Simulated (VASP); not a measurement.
# N (P6_3/mmc) in VASP: a series of runs

The runs below take N through single point, relaxation of cell and atoms, with PBEsol.

Everything below comes from runs of VASP 6.6.1. Logs are shortened: lines on timing, memory, paths and dates and some standing lists are left out, and cuts for length are marked.

## 1. The cell of the first run

It takes space group P6_3/mmc (No. 194, hexagonal). Conventional cell: a = 4.369 Å, b = 4.369 Å, c = 7.424 Å, α = 90.00°, β = 90.00°, γ = 120.00°. N (site symmetry 3m) has 1 N at 1.10 Å within 1.5 Å.

## 2. Single point, PBEsol

Input file INCAR:

```
SYSTEM = N
PREC = Accurate
ENCUT = 520
EDIFF = 1E-6
ISMEAR = 0
SIGMA = 0.02
LREAL = .False.
LASPH = .True.
NELM = 100
ALGO = Normal
ISIF = 2
LWAVE = .False.
LCHARG = .False.
GGA = PS
NBANDS = 18
```

Input file KPOINTS:

```
Automatic mesh
0
Gamma
  6 6 4
  0 0 0
```

Input file POSCAR:

```
N
1.0
    4.3692445818      0.0000000000      0.0000000000
   -2.1846222909      3.7838768032      0.0000000000
    0.0000000000      0.0000000000      7.4238152279
N
4
Direct
    0.3333333333      0.6666666667      0.3240881026
    0.3333333333      0.6666666667      0.1759118974
    0.6666666667      0.3333333333      0.8240881026
    0.6666666667      0.3333333333      0.6759118974
```

Potentials or basis: VASP PAW PBE potentials, release 64 (N).

Launch:

```
cat potpaw_PBE.64/N/POTCAR > POTCAR
mpirun -np 1 vasp_std > vasp.out
```

OUTCAR:

```text
SYSTEM = N
   PREC = Accurate
   ENCUT = 520
   EDIFF = 1E-6
   ISMEAR = 0
   LREAL = .False.
   LASPH = .True.
   NELM = 100
   ISIF = 2
   GGA = PS

 ion  position               nearest neighbor table
   1  0.333  0.667  0.324-   2 1.10
   2  0.333  0.667  0.176-   1 1.10
   3  0.667  0.333  0.824-   4 1.10
   4  0.667  0.333  0.676-   3 1.10

  LATTYP: Found a hexagonal cell.
 ALAT       =     4.3692445818
 C/A-ratio  =     1.6991072688

  Lattice vectors:

 A1 = (   4.3692445818,   0.0000000000,   0.0000000000)
 A2 = (  -2.1846222909,   3.7838768032,   0.0000000000)
 A3 = (   0.0000000000,   0.0000000000,   7.4238152279)

Analysis of symmetry for initial positions (statically):
=====================================================================
 Subroutine PRICEL returns:
 Original cell was already a primitive cell.

 Routine SETGRP: Setting up the symmetry group for a
 hexagonal supercell.

 Subroutine GETGRP returns: Found 24 space group operations
 (whereof 12 operations were pure point group operations)
 out of a pool of 24 trial point group operations.

The static configuration has the point symmetry D_3d.
 The point group associated with its full space group is D_6h.

Analysis of symmetry for dynamics (positions and initial velocities):
=====================================================================
 Subroutine PRICEL returns:
 Original cell was already a primitive cell.

 Routine SETGRP: Setting up the symmetry group for a
 hexagonal supercell.

 Subroutine GETGRP returns: Found 24 space group operations
 (whereof 12 operations were pure point group operations)
 out of a pool of 24 trial point group operations.

The dynamic configuration has the point symmetry D_3d.
 The point group associated with its full space group is D_6h.

 Subroutine INISYM returns: Found 24 space group operations
 (whereof 12 operations are pure point group operations),
 and found     1 'primitive' translations

----------------------------------------------------------------------------------------

                                     Primitive cell

  volume of cell :     122.7356

  direct lattice vectors                    reciprocal lattice vectors
     4.369244582  0.000000000  0.000000000     0.228872516  0.132139609  0.000000000
    -2.184622291  3.783876803  0.000000000     0.000000000  0.264279217  0.000000000
     0.000000000  0.000000000  7.423815228     0.000000000  0.000000000  0.134701628

  length of vectors
     4.369244582  4.369244582  7.423815228     0.264279217  0.264279217  0.134701628

  position of ions in fractional coordinates (direct lattice)
     0.333333333  0.666666667  0.324088103
     0.333333333  0.666666667  0.175911897
     0.666666667  0.333333333  0.824088103
     0.666666667  0.333333333  0.675911897

  ion indices of the primitive-cell ions
   primitive index   ion index
                 1           1
                 2           2
                 3           3
                 4           4

----------------------------------------------------------------------------------------

 KPOINTS: Automatic mesh

Automatic generation of k-mesh.
 Grid dimensions read from file:
 generate k-points for:    6    6    4

 Generating k-lattice:

  Cartesian coordinates                     Fractional coordinates (reciprocal lattice)
     0.038145419  0.022023268  0.000000000     0.166666667  0.000000000  0.000000000
     0.000000000  0.044046536  0.000000000     0.000000000  0.166666667  0.000000000
     0.000000000  0.000000000  0.033675407     0.000000000  0.000000000  0.250000000

  Length of vectors
     0.044046536  0.044046536  0.033675407

  Shift w.r.t. Gamma in fractional coordinates (k-lattice)
     0.000000000  0.000000000  0.000000000

 Subroutine IBZKPT returns following result:
 ===========================================

 Found     21 irreducible k-points:

 Following reciprocal coordinates:
            Coordinates               Weight
  0.000000  0.000000  0.000000      1.000000
  0.166667  0.000000  0.000000      6.000000
  0.333333  0.000000  0.000000      6.000000
  0.500000 -0.000000  0.000000      3.000000
  0.166667  0.166667  0.000000      6.000000
  0.333333  0.166667  0.000000     12.000000
[... 13 lines left out ...]
  0.333333  0.166667  0.500000     12.000000
  0.333333  0.333333  0.500000      2.000000
   k-points           NKPTS =     21   k-points in BZ     NKDIM =     21   number of bands    NBANDS=     18
   number of dos      NEDOS =    301   number of ions     NIONS =      4
   total plane-waves  NPLWV =  57344
   dimension x,y,z NGX =    32 NGY =   32 NGZ =   56
   dimension x,y,z NGXF=    64 NGYF=   64 NGZF=  112
   ions per type =               4
   NGX,Y,Z   is equivalent  to a cutoff of  12.18, 12.18, 12.54 a.u.
   NGXF,Y,Z  is equivalent  to a cutoff of  24.35, 24.35, 25.08 a.u.
 SYSTEM =  N
   PREC   = accura    normal or accurate (medium, high low for compatibility)
   ISTART =      0    job   : 0-new  1-cont  2-samecut
   ICHARG =      2    charge: 1-file 2-atom 10-const
   ISPIN  =      1    spin polarized calculation?
   LNONCOLLINEAR =      F non collinear calculations
   LSORBIT =      F    spin-orbit coupling
   LASPH  =      T    aspherical Exc in radial PAW
   ENCUT  =  520.0 eV  38.22 Ry    6.18 a.u.   8.12  8.12 13.80*2*pi/ulx,y,z
   NELM   =    100;   NELMIN=  2; NELMDL= -5     # of ELM steps
   EDIFF  = 0.1E-05   stopping-criterion for ELM
   LREAL  =      F    real-space projection
   EDIFFG = 0.1E-04   stopping-criterion for IOM
   NSW    =      0    number of steps for IOM
   IBRION =     -1    ionic relax: 0-MD 1-quasi-New 2-CG
   NFREE  =      0    steps in history (QN), initial steepest desc. (CG)
   ISIF   =      2    stress and relaxation
   ISYM   =      2    0-nonsym 1-usesym 2-fastsym
   POTIM  = 0.5000    time-step for ionic-motion
   TEBEG  =    0.0;   TEEND  =   0.0 temperature during run
   PSTRESS=    0.0 pullay stress
   NELECT =      20.0000    total number of electrons
   NUPDOWN=      -1.0000    fix difference up-down
   EMIN   =  10.00;   EMAX   =-10.00  energy-range for DOS
   EFERMI =   0.00;   METHOD = LEGACY
   ISMEAR =     0;   SIGMA  =   0.02  broadening in eV -4-tet -1-fermi 0-gaus
   EFERMI_NEDOS =   21; number of points for ismear=-14 and -15
   IALGO  =     38    algorithm
   IMIX   =      4    mixing-type and parameters
     AMIX     =   0.40;   BMIX     =  1.00
     AMIX_MAG =   1.60;   BMIX_MAG =  1.00
  volume/ion in A,a.u.               =      30.68       207.07
  Fermi-wavevector in a.u.,A,eV,Ry     =   0.894186  1.689767 10.878798  0.799569
  Thomas-Fermi vector in A             =   2.016359
   LORBIT       =      0    0 simple, 1 ext, 2 COOP (PROOUT), +10 PAW based schemes
   GGA     = PS    functional components
   LHFCALC =     F    Hartree Fock is set to
   AEXX    =    0.0000 exact exchange contribution
   IVDW    =     0    specifies the selected vdW correction
   LEPSILON=     F    determine dielectric tensor
   LRPA    =     F    only Hartree local field effects (RPA)
 non-spin polarized calculation
 Gauss-broadening in eV      SIGMA  =   0.02
  energy-cutoff  :      520.00
  volume of cell :      122.74
 maximum number of plane-waves:      3322
   NGX = 17   NGY = 17   NGZ = 27

 number of electron      20.0000003 magnetization

 Free energy of the ion-electron system (eV)
  ---------------------------------------------------
  ext. energy  EPLUGINS =         0.00000000
  ---------------------------------------------------
  free energy    TOTEN  =       -34.12486823 eV

  energy without entropy =      -34.12486823  energy(sigma->0) =      -34.12486823

 E-fermi :  -7.1561     XC(G=0):  -5.2801

 val. band max:       -7.2906170937   @ k =   0.0000   0.0000   0.0000
 cond. band min:       0.0672564173   @ k =   0.3333   0.3333   0.0000
 fundamental gap:      7.3578735109
 Fermi energy:        -7.1561018590

 k-point     1 :       0.0000    0.0000    0.0000
  band No.  band energies     occupation
      1     -25.7842      2.00000
      2     -25.7721      2.00000
      3     -11.0568      2.00000
      4     -10.5883      2.00000
      5      -9.0419      2.00000
      6      -9.0419      2.00000
[... 10 lines left out ...]
     17       4.7534      0.00000
     18       8.8673      0.00000

 k-point     2 :       0.1667    0.0000    0.0000
  band No.  band energies     occupation
      1     -25.7813      2.00000
      2     -25.7707      2.00000
      3     -11.0195      2.00000
      4     -10.6064      2.00000
      5      -9.0898      2.00000
      6      -9.0583      2.00000
[... 10 lines left out ...]
     17       5.1721      0.00000
     18       7.4571      0.00000

 k-point     3 :       0.3333    0.0000    0.0000
  band No.  band energies     occupation
      1     -25.7758      2.00000
      2     -25.7690      2.00000
      3     -10.9281      2.00000
      4     -10.6593      2.00000
      5      -9.1930      2.00000
      6      -9.1355      2.00000
[... 10 lines left out ...]
     17       5.9232      0.00000
     18       6.1762      0.00000

 k-point     4 :       0.5000   -0.0000    0.0000
  band No.  band energies     occupation
      1     -25.7724      2.00000
      2     -25.7686      2.00000
      3     -10.8596      2.00000
      4     -10.7086      2.00000
      5      -9.2425      2.00000
      6      -9.1747      2.00000
[... 312 lines left out ...]
      4     -10.8140      2.00000
      5      -9.1161      2.00000
      6      -9.1161      2.00000
[... 10 lines left out ...]
     17       6.7425      0.00000
     18       6.7425      0.00000

 k-point    20 :       0.3333    0.1667    0.5000
  band No.  band energies     occupation
      1     -25.7705      2.00000
      2     -25.7705      2.00000
      3     -10.7933      2.00000
      4     -10.7933      2.00000
      5      -9.1654      2.00000
      6      -9.1654      2.00000
[... 10 lines left out ...]
     17       5.6478      0.00000
     18       5.6478      0.00000

 k-point    21 :       0.3333    0.3333    0.5000
  band No.  band energies     occupation
      1     -25.7696      2.00000
      2     -25.7696      2.00000
      3     -10.7863      2.00000
      4     -10.7863      2.00000
      5      -9.1410      2.00000
      6      -9.1410      2.00000
[... 10 lines left out ...]
     17       5.1170      0.00000
     18       5.1170      0.00000

------------------------ aborting loop because EDIFF is reached ----------------------------------------

  FORCE on cell =-STRESS in cart. coord.  units (eV):
  Direction    XX          YY          ZZ          XY          YZ          ZX
  --------------------------------------------------------------------------------------
  -------------------------------------------------------------------------------------
  Total       -0.0787177     -0.0787177      3.9372458      0.0000000      0.0000000      0.0000000
  in kB       -1.0275727     -1.0275727     51.3963893      0.0000000      0.0000000      0.0000000
  external PRESSURE =      16.4470813 kB  Pullay stress =       0.0000000 kB

 VOLUME and BASIS-vectors are now :
 -----------------------------------------------------------------------------
  energy-cutoff  :      520.00
  volume of cell :      122.74
      direct lattice vectors                 reciprocal lattice vectors
     4.369244582  0.000000000  0.000000000     0.228872516  0.132139609  0.000000000
    -2.184622291  3.783876803  0.000000000     0.000000000  0.264279217  0.000000000
     0.000000000  0.000000000  7.423815228     0.000000000  0.000000000  0.134701628

 POSITION                                       TOTAL-FORCE (eV/Angst)
 -----------------------------------------------------------------------------------
     -0.00000      2.52258      2.40597        -0.000000      0.000000      1.871393
     -0.00000      2.52258      1.30594        -0.000000      0.000000     -1.871393
      2.18462      1.26129      6.11788         0.000000     -0.000000      1.871393
      2.18462      1.26129      5.01785         0.000000     -0.000000     -1.871393
 -----------------------------------------------------------------------------------
    total drift:                               -0.000000      0.000000      0.000000

  FREE ENERGIE OF THE ION-ELECTRON SYSTEM (eV)
  ---------------------------------------------------
  free  energy   TOTEN  =       -34.1248682299 eV

  energy  without entropy=      -34.1248682299  energy(sigma->0) =      -34.12486823
```

Wall time 26 s (1 thread of Intel Xeon Platinum 8259CL at 2.50GHz (Skylake/Cascade Lake), shared host); peak memory 0.22 GiB.

Results:

| Quantity | Value |
| --- | --- |
| Free energy | -34.1249 eV |
| Pressure | 1.6 GPa |
| Largest force | 1.871 eV/Å |
| Band gap on the k mesh | 7.36 eV (least direct gap 7.56 eV) |

Forces in eV/Å, atoms in the order of the input:
```
N    0.000  0.000  1.871
N    0.000  0.000 -1.871
N    0.000  0.000  1.871
N    0.000  0.000 -1.871
```

Stress tensor (GPa, compression positive):
```
-0.10  0.00  0.00
 0.00 -0.10  0.00
 0.00  0.00  5.14
```

Caveat: the standard files for N, O and F lose accuracy on very short bonds; the stress differs along the axes, from -0 to 5 GPa; this functional lacks dispersion, which holds the molecules together, so the pressure and a relaxed volume are unreliable; the PAW data sets were made with another functional, which shifts forces and pressure a little. A k mesh can miss the band edges.

## 3. Relaxation of cell and atoms, PBEsol

Input file INCAR:

```
PREC = Accurate ; ENCUT = 600
EDIFF = 1E-6 ; ISMEAR = 0
SIGMA = 0.02 ; LREAL = F
LASPH = T ; NELM = 80
ALGO = Normal ; ISIF = 3
LWAVE = F ; LCHARG = F
GGA = PS ; IBRION = 2
NSW = 100 ; EDIFFG = -0.01
```

Input file KPOINTS:

```
regular mesh
0
Gamma
  6 6 4
```

POSCAR is that of step 2.

Potentials or basis: VASP PAW PBE potentials, release 64 (N).

Launch:

```
cat potpaw_PBE.64/N/POTCAR > POTCAR
mpirun -np 1 vasp_std > vasp.out
```

Wall time 5.8 min (1 thread of Intel Xeon Platinum 8259CL at 2.50GHz (Skylake/Cascade Lake), shared host); peak memory 0.26 GiB.

Results (log left out):

* Free energy: -34.1704 eV
* Relaxed volume: 26.71 Å³/atom
* Relaxed cell: a = 4.226 Å, b = 4.226 Å, c = 6.908 Å, α = 90.00°, β = 90.00°, γ = 120.00°
* Space group after relaxing (to 0.1 Å): P6_3/mmc (No. 194)
* Pressure after relaxing: 0.0 GPa
* Band gap on the k mesh: 6.90 eV (least direct gap 7.23 eV)

Forces in eV/Å, atoms in the order of the input:
```
N    0.000  0.000 -0.003
N    0.000  0.000  0.003
N    0.000  0.000 -0.003
N    0.000  0.000  0.003
```

Final structure:
```
N
1.0
     4.22580    0.00000    0.00000
    -2.11290    3.65965    0.00000
     0.00000    0.00000    6.90830
N
4
Direct
  0.33333 0.66667 0.33041
  0.33333 0.66667 0.16959
  0.66667 0.33333 0.83041
  0.66667 0.33333 0.66959
```

Levels at points of the mesh, in eV from the valence-band top:
| k point | band 7 | band 8 | band 9 | band 10 | band 11 | band 12 | band 13 | band 14 |
| --- | --- | --- | --- | --- | --- | --- | --- | --- |
| (0.00, 0.00, 0.00) | -1.72 | -1.72 | -1.11 | 0.00 | 7.58 | 7.58 | 8.08 | 8.08 |
| (0.50, 0.00, 0.00) | -1.92 | -1.74 | -0.58 | -0.23 | 7.03 | 7.31 | 7.73 | 8.19 |
| (0.00, 0.00, 0.50) | -1.78 | -1.78 | -0.50 | -0.50 | 7.82 | 7.82 | 7.82 | 7.82 |
| (0.50, 0.00, 0.50) | -1.83 | -1.83 | -0.45 | -0.45 | 7.38 | 7.38 | 7.72 | 7.72 |

Caveat: the standard files for N, O and F lose accuracy on very short bonds; this functional lacks dispersion, which holds the molecules together, so the pressure and a relaxed volume are unreliable; the PAW data sets were made with another functional, which shifts forces and pressure a little.
